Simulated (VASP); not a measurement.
# Bi (Im-3m) in VASP: further runs

Runs on Bi. Level: LDA. Tasks: single point, relaxation of cell and atoms.

Program: VASP 6.6.1. These are calculated values, not measurements. Logs are shortened: lines on timing, memory, paths and dates and some standing lists are left out, and cuts for length are marked.

### Step 1. The cell of the first run

It takes space group Im-3m (No. 229, cubic). The conventional cell has a = 3.888 Å, b = 3.888 Å, c = 3.888 Å, α = 90.00°, β = 90.00°, γ = 90.00°. Bi (site symmetry m-3m) has 14 Bi at 3.37 to 3.89 Å within 4.4 Å.

### Step 2. Single point, LDA

INCAR

```
  PREC = Accurate
  ENCUT = 500
  EDIFF = 1E-6
  ISMEAR = 0
  SIGMA = 0.02
  LREAL = F
  LASPH = T
  NELM = 120
  ALGO = Normal
  ISIF = 2
  LWAVE = F
  LCHARG = F
  NBANDS = 14
  GGA_COMPAT = F
```

KPOINTS

```
Automatic mesh
0
Gamma
  8 8 8
  0.5 0.5 0.5
```

POSCAR

```
Bi
1.0
   -1.9438669660      1.9438669660      1.9438669660
    1.9438669660     -1.9438669660      1.9438669660
    1.9438669660      1.9438669660     -1.9438669660
Bi
1
Direct
    0.0000000000      0.0000000000      0.0000000000
```

Potentials or basis: VASP PAW LDA potentials, release 64 (Bi_d).

Launch:

```bash
cat potpaw_LDA.64/Bi_d/POTCAR > POTCAR
mpirun -np 1 vasp_std > vasp.out
```

OUTCAR:

```text
PREC = Accurate
   ENCUT = 500
   EDIFF = 1E-6
   ISMEAR = 0
   LREAL = F
   LASPH = T
   NELM = 120
   ISIF = 2

 ion  position               nearest neighbor table
   1  0.000  0.000  0.000-

  LATTYP: Found a body centered cubic cell.
 ALAT       =     3.8877339320

  Lattice vectors:

 A1 = (  -1.9438669660,   1.9438669660,   1.9438669660)
 A2 = (   1.9438669660,  -1.9438669660,   1.9438669660)
 A3 = (   1.9438669660,   1.9438669660,  -1.9438669660)

Analysis of symmetry for initial positions (statically):
=====================================================================
 Subroutine PRICEL returns:
 Original cell was already a primitive cell.

 Routine SETGRP: Setting up the symmetry group for a
 body centered cubic supercell.

 Subroutine GETGRP returns: Found 48 space group operations
 (whereof 48 operations were pure point group operations)
 out of a pool of 48 trial point group operations.

The static configuration has the point symmetry O_h .

Analysis of symmetry for dynamics (positions and initial velocities):
=====================================================================
 Subroutine PRICEL returns:
 Original cell was already a primitive cell.

 Routine SETGRP: Setting up the symmetry group for a
 body centered cubic supercell.

 Subroutine GETGRP returns: Found 48 space group operations
 (whereof 48 operations were pure point group operations)
 out of a pool of 48 trial point group operations.

The dynamic configuration has the point symmetry O_h .

 Subroutine INISYM returns: Found 48 space group operations
 (whereof 48 operations are pure point group operations),
 and found     1 'primitive' translations

----------------------------------------------------------------------------------------

                                     Primitive cell

  volume of cell :      29.3805

  direct lattice vectors                    reciprocal lattice vectors
    -1.943866966  1.943866966  1.943866966     0.000000000  0.257219248  0.257219248
     1.943866966 -1.943866966  1.943866966     0.257219248  0.000000000  0.257219248
     1.943866966  1.943866966 -1.943866966     0.257219248  0.257219248  0.000000000

  length of vectors
     3.366876348  3.366876348  3.366876348     0.363762950  0.363762950  0.363762950

  position of ions in fractional coordinates (direct lattice)
     0.000000000  0.000000000  0.000000000

  ion indices of the primitive-cell ions
   primitive index   ion index
                 1           1

----------------------------------------------------------------------------------------

 KPOINTS: Automatic mesh

Automatic generation of k-mesh.
 Grid dimensions read from file:
 generate k-points for:    8    8    8

 Generating k-lattice:

  Cartesian coordinates                     Fractional coordinates (reciprocal lattice)
     0.000000000  0.032152406  0.032152406     0.125000000  0.000000000  0.000000000
     0.032152406  0.000000000  0.032152406     0.000000000  0.125000000  0.000000000
     0.032152406  0.032152406  0.000000000     0.000000000  0.000000000  0.125000000

  Length of vectors
     0.045470369  0.045470369  0.045470369

  Shift w.r.t. Gamma in fractional coordinates (k-lattice)
     0.500000000  0.500000000  0.500000000

 Subroutine IBZKPT returns following result:
 ===========================================

 Found     26 irreducible k-points:

 Following reciprocal coordinates:
            Coordinates               Weight
  0.062500  0.062500  0.062500      8.000000
  0.187500  0.062500  0.062500     24.000000
  0.312500  0.062500  0.062500     24.000000
  0.437500  0.062500  0.062500     12.000000
 -0.062500  0.062500  0.062500      6.000000
  0.187500  0.187500  0.062500     24.000000
[... 16 lines left out ...]
 -0.312500  0.312500  0.312500      6.000000
 -0.437500  0.437500  0.312500     24.000000
 [... further k-points ...]
   k-points           NKPTS =     26   k-points in BZ     NKDIM =     26   number of bands    NBANDS=     14
   number of dos      NEDOS =    301   number of ions     NIONS =      1
   total plane-waves  NPLWV =  21952
   dimension x,y,z NGX =    28 NGY =   28 NGZ =   28
   dimension x,y,z NGXF=    56 NGYF=   56 NGZF=   56
   ions per type =               1
   NGX,Y,Z   is equivalent  to a cutoff of  13.83, 13.83, 13.83 a.u.
   NGXF,Y,Z  is equivalent  to a cutoff of  27.65, 27.65, 27.65 a.u.
 SYSTEM =  unknown system
   PREC   = accura    normal or accurate (medium, high low for compatibility)
   ISTART =      0    job   : 0-new  1-cont  2-samecut
   ICHARG =      2    charge: 1-file 2-atom 10-const
   ISPIN  =      1    spin polarized calculation?
   LNONCOLLINEAR =      F non collinear calculations
   LSORBIT =      F    spin-orbit coupling
   LASPH  =      T    aspherical Exc in radial PAW
   ENCUT  =  500.0 eV  36.75 Ry    6.06 a.u.   6.14  6.14  6.14*2*pi/ulx,y,z
   NELM   =    120;   NELMIN=  2; NELMDL= -5     # of ELM steps
   EDIFF  = 0.1E-05   stopping-criterion for ELM
   LREAL  =      F    real-space projection
   EDIFFG = 0.1E-04   stopping-criterion for IOM
   NSW    =      0    number of steps for IOM
   IBRION =     -1    ionic relax: 0-MD 1-quasi-New 2-CG
   NFREE  =      0    steps in history (QN), initial steepest desc. (CG)
   ISIF   =      2    stress and relaxation
   ISYM   =      2    0-nonsym 1-usesym 2-fastsym
   POTIM  = 0.5000    time-step for ionic-motion
   TEBEG  =    0.0;   TEEND  =   0.0 temperature during run
   PSTRESS=    0.0 pullay stress
   NELECT =      15.0000    total number of electrons
   NUPDOWN=      -1.0000    fix difference up-down
   EMIN   =  10.00;   EMAX   =-10.00  energy-range for DOS
   EFERMI =   0.00;   METHOD = LEGACY
   ISMEAR =     0;   SIGMA  =   0.02  broadening in eV -4-tet -1-fermi 0-gaus
   EFERMI_NEDOS =   21; number of points for ismear=-14 and -15
   IALGO  =     38    algorithm
   IMIX   =      4    mixing-type and parameters
     AMIX     =   0.40;   BMIX     =  1.00
     AMIX_MAG =   1.60;   BMIX_MAG =  1.00
  volume/ion in A,a.u.               =      29.38       198.27
  Fermi-wavevector in a.u.,A,eV,Ry     =   1.308435  2.472583 23.293192  1.712001
  Thomas-Fermi vector in A             =   2.439102
   LORBIT       =      0    0 simple, 1 ext, 2 COOP (PROOUT), +10 PAW based schemes
   GGA     = CA    functional components
   LHFCALC =     F    Hartree Fock is set to
   AEXX    =    0.0000 exact exchange contribution
   IVDW    =     0    specifies the selected vdW correction
   LEPSILON=     F    determine dielectric tensor
   LRPA    =     F    only Hartree local field effects (RPA)
 non-spin polarized calculation
 Gauss-broadening in eV      SIGMA  =   0.02
  energy-cutoff  :      500.00
  volume of cell :       29.38
 maximum number of plane-waves:       754
 NGX is ok and might be reduce to    28
   NGX = 13   NGY = 13   NGZ = 13

 number of electron      15.0000005 magnetization

 Free energy of the ion-electron system (eV)
  ---------------------------------------------------
  ext. energy  EPLUGINS =         0.00000000
  ---------------------------------------------------
  free energy    TOTEN  =        -4.48281159 eV

  energy without entropy =       -4.48177466  energy(sigma->0) =       -4.48229313

 E-fermi :   8.2886     XC(G=0): -10.8057

 val. band max:        8.2465020266   @ k =  -0.4375  -0.4375   0.3125
 cond. band min:       8.2915720733   @ k =  -0.3125   0.4375   0.0625
 fundamental gap:      0.0450700467
 Fermi energy:         8.2886049536

 k-point     1 :       0.0625    0.0625    0.0625
  band No.  band energies     occupation
      1     -14.6043      2.00000
      2     -14.6043      2.00000
      3     -14.5427      2.00000
      4     -14.4510      2.00000
      5     -14.4510      2.00000
      6      -5.0747      2.00000
      7      10.6050      0.00000
      8      12.8817      0.00000
      9      12.8817      0.00000
     10      17.7612      0.00000
     11      17.7612      0.00000
     12      19.3890      0.00000
     13      19.5778      0.00000
     14      21.1706      0.00000

 k-point     2 :       0.1875    0.0625    0.0625
  band No.  band energies     occupation
      1     -14.6215      2.00000
      2     -14.5827      2.00000
      3     -14.4668      2.00000
      4     -14.4596      2.00000
      5     -14.4513      2.00000
      6      -4.1950      2.00000
      7       7.5173      2.00000
      8      10.8375      0.00000
      9      11.9388      0.00000
     10      17.0266      0.00000
     11      17.9018      0.00000
     12      19.5378      0.00000
     13      20.9020      0.00000
     14      22.5286      0.00000

 k-point     3 :       0.3125    0.0625    0.0625
  band No.  band energies     occupation
      1     -14.6376      2.00000
      2     -14.5695      2.00000
      3     -14.4610      2.00000
      4     -14.4525      2.00000
      5     -14.3901      2.00000
      6      -2.9144      2.00000
      7       4.6087      2.00000
      8       9.5117      0.00000
      9      11.2144      0.00000
     10      16.2904      0.00000
     11      17.6231      0.00000
     12      20.5359      0.00000
     13      21.8633      0.00000
     14      25.5330      0.00000
[... 324 lines left out ...]
 k-point    23 :      -0.3125    0.3125    0.3125
  band No.  band energies     occupation
      1     -14.5640      2.00000
      2     -14.5231      2.00000
      3     -14.4564      2.00000
      4     -14.4564      2.00000
      5     -14.4412      2.00000
      6      -2.0581      2.00000
      7       6.6487      2.00000
      8       8.0943      2.00000
      9       8.0943      2.00000
     10      13.0415      0.00000
     11      17.9020      0.00000
     12      22.1659      0.00000
     13      22.1659      0.00000
     14      22.2012      0.00000

 k-point    24 :      -0.4375    0.4375    0.3125
  band No.  band energies     occupation
      1     -14.5845      2.00000
      2     -14.5620      2.00000
      3     -14.4576      2.00000
      4     -14.4200      2.00000
      5     -14.3725      2.00000
      6      -0.9804      2.00000
      7       5.2582      2.00000
      8       7.3719      2.00000
      9       7.9806      2.00000
     10      13.1859      0.00000
     11      15.2685      0.00000
     12      21.6503      0.00000
     13      22.0027      0.00000
     14      25.1416      0.00000

 [... further k-points ...]
[... 5 lines left out ...]
  --------------------------------------------------------------------------------------
  -------------------------------------------------------------------------------------
  Total        0.0245581      0.0245581      0.0245581      0.0000000     -0.0000000     -0.0000000
  in kB        1.3392015      1.3392015      1.3392015      0.0000000     -0.0000000     -0.0000000
  external PRESSURE =       1.3392015 kB  Pullay stress =       0.0000000 kB

 VOLUME and BASIS-vectors are now :
 -----------------------------------------------------------------------------
  energy-cutoff  :      500.00
  volume of cell :       29.38
      direct lattice vectors                 reciprocal lattice vectors
    -1.943866966  1.943866966  1.943866966     0.000000000  0.257219248  0.257219248
     1.943866966 -1.943866966  1.943866966     0.257219248  0.000000000  0.257219248
     1.943866966  1.943866966 -1.943866966     0.257219248  0.257219248  0.000000000

 POSITION                                       TOTAL-FORCE (eV/Angst)
 -----------------------------------------------------------------------------------
      0.00000      0.00000      0.00000         0.000000     -0.000000      0.000000
 -----------------------------------------------------------------------------------
    total drift:                                0.000000      0.000000      0.000000

  FREE ENERGIE OF THE ION-ELECTRON SYSTEM (eV)
  ---------------------------------------------------
  free  energy   TOTEN  =        -4.4828115882 eV

  energy  without entropy=       -4.4817746641  energy(sigma->0) =       -4.48229313
```

Run time: 5.2 s. Hardware: 1 thread of AMD EPYC 9R45 (Zen 5), shared host; peak memory 0.11 GiB.

What came out:

| Item | Value |
| --- | --- |
| Free energy | -4.4828 eV |
| Pressure | 0.1 GPa |

Caveat: spin-orbit coupling is left out, which moves the levels of the heavy elements.

### Step 3. Single point, LDA

INCAR

```
SYSTEM = Bi
ALGO = Normal
EDIFF = 1E-6
ENCUT = 500
GGA = CA
GGA_COMPAT = .FALSE.
ISIF = 2
ISMEAR = 0
LASPH = .TRUE.
LCHARG = .TRUE.
LELF = .TRUE.
LREAL = .FALSE.
LVHAR = .TRUE.
LWAVE = .FALSE.
NBANDS = 14
NELM = 120
PREC = Accurate
SIGMA = 0.02
```

KPOINTS is that of step 2.

POSCAR

```
Bi
1.0
   -1.9438669684      1.9438669684      1.9438669684
    1.9438669684     -1.9438669684      1.9438669684
    1.9438669684      1.9438669684     -1.9438669684
Bi
1
Direct
    0.0000000000      0.0000000000      0.0000000000
```

Potentials or basis: VASP PAW LDA potentials, release 64 (Bi_d).

Launch:

```bash
cat potpaw_LDA.64/Bi_d/POTCAR > POTCAR
mpirun -np 1 vasp_std > vasp.out
```

OUTCAR:

```text
SYSTEM = Bi
   EDIFF = 1E-6
   ENCUT = 500
   GGA = CA
   ISIF = 2
   ISMEAR = 0
   LASPH = .TRUE.
   LREAL = .FALSE.
   NELM = 120
   PREC = Accurate

 ion  position               nearest neighbor table
   1  0.000  0.000  0.000-

  LATTYP: Found a body centered cubic cell.
 ALAT       =     3.8877339368

  Lattice vectors:

 A1 = (  -1.9438669684,   1.9438669684,   1.9438669684)
 A2 = (   1.9438669684,  -1.9438669684,   1.9438669684)
 A3 = (   1.9438669684,   1.9438669684,  -1.9438669684)

Analysis of symmetry for initial positions (statically):
=====================================================================
 Subroutine PRICEL returns:
 Original cell was already a primitive cell.

 Routine SETGRP: Setting up the symmetry group for a
 body centered cubic supercell.

 Subroutine GETGRP returns: Found 48 space group operations
 (whereof 48 operations were pure point group operations)
 out of a pool of 48 trial point group operations.

The static configuration has the point symmetry O_h .

Analysis of symmetry for dynamics (positions and initial velocities):
[... 163 lines left out ...]
 Fermi energy:         8.2886049061

 k-point     1 :       0.0625    0.0625    0.0625
  band No.  band energies     occupation
      1     -14.6043      2.00000
      2     -14.6043      2.00000
      3     -14.5427      2.00000
      4     -14.4510      2.00000
      5     -14.4510      2.00000
      6      -5.0747      2.00000
      7      10.6050      0.00000
      8      12.8817      0.00000
      9      12.8817      0.00000
     10      17.7612      0.00000
     11      17.7612      0.00000
     12      19.3890      0.00000
     13      19.5778      0.00000
     14      21.1706      0.00000
[... 377 lines left out ...]
      1     -14.5845      2.00000
      2     -14.5620      2.00000
      3     -14.4576      2.00000
      4     -14.4200      2.00000
      5     -14.3725      2.00000
      6      -0.9804      2.00000
      7       5.2582      2.00000
      8       7.3719      2.00000
      9       7.9806      2.00000
     10      13.1859      0.00000
     11      15.2685      0.00000
     12      21.6503      0.00000
     13      22.0027      0.00000
     14      25.1416      0.00000

 [... further k-points ...]
[... 5 lines left out ...]
  --------------------------------------------------------------------------------------
  -------------------------------------------------------------------------------------
  Total        0.0245581      0.0245581      0.0245581      0.0000000     -0.0000000      0.0000000
  in kB        1.3391983      1.3391983      1.3391983      0.0000000     -0.0000000      0.0000000
  external PRESSURE =       1.3391983 kB  Pullay stress =       0.0000000 kB

 VOLUME and BASIS-vectors are now :
 -----------------------------------------------------------------------------
  energy-cutoff  :      500.00
  volume of cell :       29.38
      direct lattice vectors                 reciprocal lattice vectors
    -1.943866968  1.943866968  1.943866968     0.000000000  0.257219248  0.257219248
     1.943866968 -1.943866968  1.943866968     0.257219248  0.000000000  0.257219248
     1.943866968  1.943866968 -1.943866968     0.257219248  0.257219248  0.000000000

 POSITION                                       TOTAL-FORCE (eV/Angst)
 -----------------------------------------------------------------------------------
      0.00000      0.00000      0.00000        -0.000000      0.000000     -0.000000
 -----------------------------------------------------------------------------------
    total drift:                               -0.000000      0.000000      0.000000

  FREE ENERGIE OF THE ION-ELECTRON SYSTEM (eV)
  ---------------------------------------------------
  free  energy   TOTEN  =        -4.4828115881 eV

  energy  without entropy=       -4.4817746640  energy(sigma->0) =       -4.48229313
```

It took 5.6 s on 1 thread of AMD EPYC 9R45 (Zen 5), shared host; peak memory 0.11 GiB.

Results:

| Item | Value |
| --- | --- |
| Free energy | -4.4828 eV |
| Pressure | 0.1 GPa |

Caveat: spin-orbit coupling is left out, which moves the levels of the heavy elements.

(Part 1 of 2 ends here.)
